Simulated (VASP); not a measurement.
# SiC (P6_3mc) in VASP: further runs, part 3 of 3

VASP 6.6.1. The steps go on from the part before.

### Step 5. Single point, LDA (c/a of the conventional cell at fixed volume 1.5975)

INCAR reads:

```
  PREC = Accurate
  ENCUT = 520
  EDIFF = 1E-6
  ISMEAR = 0
  SIGMA = 0.05
  LREAL = F
  LASPH = T
  NELM = 100
  ALGO = Normal
  ISIF = 2
  LWAVE = F
  LCHARG = F
  GGA = CA
  NBANDS = 16
```

KPOINTS reads:

```
regular mesh
0
Gamma
  12 12 6
```

POSCAR reads:

```
SiC
1.0
    3.0838793107      0.0000000000      0.0000000000
   -1.5419396554      2.6707178252      0.0000000000
    0.0000000000      0.0000000000      4.9264971988
Si C
2 2
Direct
    0.3333333333      0.6666666667      0.0046041256
    0.6666666667      0.3333333333      0.5046041256
    0.3333333333      0.6666666667      0.3803958744
    0.6666666667      0.3333333333      0.8803958744
```

Started as:

```
$ cat potpaw_LDA.64/Si/POTCAR potpaw_LDA.64/C/POTCAR > POTCAR
$ mpirun -np 1 vasp_std > vasp.out
```

Run time: 15 s. Hardware: 1 thread of Intel Xeon 6975P-C (Granite Rapids), shared host; peak memory 0.16 GiB.

The run converged. Its results:

```
Free energy            : -33.2397 eV
Pressure               : 0.5 GPa
Largest force          : 0.318 eV/Å
Band gap on the k mesh : 2.21 eV, indirect (least direct gap 3.65 eV)
```

Forces on the atoms (eV/Å):
```
Si   0.000  0.000 -0.318
Si   0.000  0.000 -0.318
C    0.000  0.000  0.318
C    0.000  0.000  0.318
```

Stress tensor (GPa, compression positive):
```
-4.78  0.00  0.00
 0.00 -4.78  0.00
 0.00  0.00 11.19
```

Levels at points of the mesh, in eV from the valence-band top:
```tsv
k point	band 5	band 6	band 7	band 8	band 9	band 10	band 11	band 12
(0.00, 0.00, 0.00)	-1.48	-0.01	-0.01	0.00	4.51	6.46	6.46	6.75
(0.50, 0.00, 0.00)	-5.53	-3.49	-3.38	-1.14	2.52	4.33	6.93	7.00
(0.00, 0.00, 0.50)	-0.81	-0.81	-0.81	-0.81	5.70	5.70	7.17	7.17
(0.50, 0.00, 0.50)	-2.54	-2.54	-2.22	-2.22	3.32	3.32	5.39	5.39
```

### Step 6. Single point, LDA (c/a of the conventional cell at fixed volume 1.6413)

INCAR reads:

```
SYSTEM = SiC
ALGO     = Normal         ! electronic algorithm
EDIFF    = 1E-6           ! SCF threshold, eV
ENCUT    = 520            ! plane-wave cutoff, eV
ISIF     = 2              ! what is computed and relaxed
ISMEAR   = 0              ! smearing method
LASPH    = .True.         ! aspherical terms in the spheres
LCHARG   = .False.        ! write CHGCAR
LREAL    = .False.        ! projectors in reciprocal space
LWAVE    = .False.        ! write WAVECAR
NBANDS   = 16             ! bands
NELM     = 100            ! most SCF steps
PREC     = Accurate       ! precision mode
SIGMA    = 0.05           ! smearing width, eV
```

KPOINTS reads:

```
k-points
0
Gamma
  12 12 6
  0 0 0
```

POSCAR reads:

```
SiC
1.0
    3.0561890961      0.0000000000      0.0000000000
   -1.5280945481      2.6467373960      0.0000000000
    0.0000000000      0.0000000000      5.0161734257
Si C
2 2
Direct
    0.3333333333      0.6666666667      0.0046041256
    0.6666666667      0.3333333333      0.5046041256
    0.3333333333      0.6666666667      0.3654442382
    0.6666666667      0.3333333333      0.8654442382
```

Potentials or basis: VASP PAW LDA potentials, release 64 (Si, C).

Started as:

```
$ cat potpaw_LDA.64/Si/POTCAR potpaw_LDA.64/C/POTCAR > POTCAR
$ mpirun -np 1 vasp_std > vasp.out
```

OUTCAR:

```text
SYSTEM = SiC
   EDIFF = 1E-6
   ENCUT = 520
   ISIF = 2
   ISMEAR = 0
   LASPH = .True.
   LREAL = .False.
   NELM = 100
   PREC = Accurate

 ion  position               nearest neighbor table
   1  0.333  0.667  0.005-   3 1.81   4 1.90   4 1.90   4 1.90   2 3.07   2 3.07   2 3.07   2 3.07
                             2 3.07   2 3.07
   2  0.667  0.333  0.505-   4 1.81   3 1.90   3 1.90   3 1.90   1 3.07   1 3.07   1 3.07   1 3.07
                             1 3.07   1 3.07
   3  0.333  0.667  0.365-   1 1.81   2 1.90   2 1.90   2 1.90
   4  0.667  0.333  0.865-   2 1.81   1 1.90   1 1.90   1 1.90

[... 661 lines left out ...]
  -------------------------------------------------------------------------------------
  Total       -0.6525451     -0.6525451      2.0922529      0.0000000      0.0000000      0.0000000
  in kB      -25.7666229    -25.7666229     82.6154258      0.0000000      0.0000000      0.0000000
  external PRESSURE =      10.3607267 kB  Pullay stress =       0.0000000 kB

 VOLUME and BASIS-vectors are now :
 -----------------------------------------------------------------------------
  energy-cutoff  :      520.00
  volume of cell :       40.58
      direct lattice vectors                 reciprocal lattice vectors
     3.056189096  0.000000000  0.000000000     0.327204884  0.188911828  0.000000000
    -1.528094548  2.646737396  0.000000000     0.000000000  0.377823656  0.000000000
     0.000000000  0.000000000  5.016173426     0.000000000  0.000000000  0.199355149

 POSITION                                       TOTAL-FORCE (eV/Angst)
 -----------------------------------------------------------------------------------
     -0.00000      1.76449      0.02310        -0.000000      0.000000     -1.620559
      1.52809      0.88225      2.53118         0.000000      0.000000     -1.620559
     -0.00000      1.76449      1.83313         0.000000      0.000000      1.620559
      1.52809      0.88225      4.34122        -0.000000      0.000000      1.620559
 -----------------------------------------------------------------------------------
    total drift:                               -0.000000     -0.000000      0.000020

  FREE ENERGIE OF THE ION-ELECTRON SYSTEM (eV)
  ---------------------------------------------------
  free  energy   TOTEN  =       -33.1605367435 eV

  energy  without entropy=      -33.1605367435  energy(sigma->0) =      -33.16053674
```

stdout:

```text
POSCAR found type information on POSCAR SiC
 POSCAR found :  2 types and       4 ions
 scaLAPACK will be used
 LDA part: xc-table for (Slater(with rela. corr.)+CA(PZ))
 , standard interpolation
 POSCAR, INCAR and KPOINTS ok, starting setup
 FFT: planning ... GRIDC
 FFT: planning ... GRID_SOFT
 FFT: planning ... GRID
 WAVECAR not read
 entering main loop
```

It took 14 s on 1 thread of Intel Xeon 6975P-C (Granite Rapids), shared host; peak memory 0.16 GiB.

Results:

```
Free energy            : -33.1605 eV
Pressure               : 1.0 GPa
Largest force          : 1.621 eV/Å
Band gap on the k mesh : 1.59 eV, indirect (least direct gap 3.74 eV)
```

Forces on the atoms (eV/Å):
```
Si   0.000  0.000 -1.621
Si   0.000  0.000 -1.621
C    0.000  0.000  1.621
C    0.000  0.000  1.621
```

Stress tensor (GPa, compression positive):
```
-2.58  0.00  0.00
 0.00 -2.58  0.00
 0.00  0.00  8.26
```

Caveat: forces of over 1 eV/Å act on the atoms, so gaps and moduli don't describe the material at rest.

### Step 7. Overview

| cell | gap on the mesh (eV) | pressure (GPa) | largest force (eV/Å) |
| --- | --- | --- | --- |
| a = 2.979, b = 2.979, c = 5.280 Å, angles 90.0, 90.0, 120.0°, 4 atoms | 1.81 | 2.4 | 0.52 |
| a = 3.056, b = 3.056, c = 5.016 Å, angles 90.0, 90.0, 120.0°, 4 atoms | 1.59 | 1.0 | 1.62 |
| a = 3.084, b = 3.084, c = 4.926 Å, angles 90.0, 90.0, 120.0°, 4 atoms | 2.21 | 0.5 | 0.32 |

Some of these runs hold the atoms at other places in the same cell, which the table doesn't show; runs alike in all that it shows share one row.

Alike in all rows: task single point; level LDA; potentials or basis VASP PAW LDA potentials, release 64 (Si, C); no spin polarisation; k mesh 12 × 12 × 6; cutoff (eV) 520; smearing gaussian 0.05 eV.

Caveats: forces of over 1 eV/Å act on the atoms, so gaps and moduli don't describe the material at rest (some runs).

Total energies depend on the potentials used, so only differences within one code and one set of settings carry meaning.
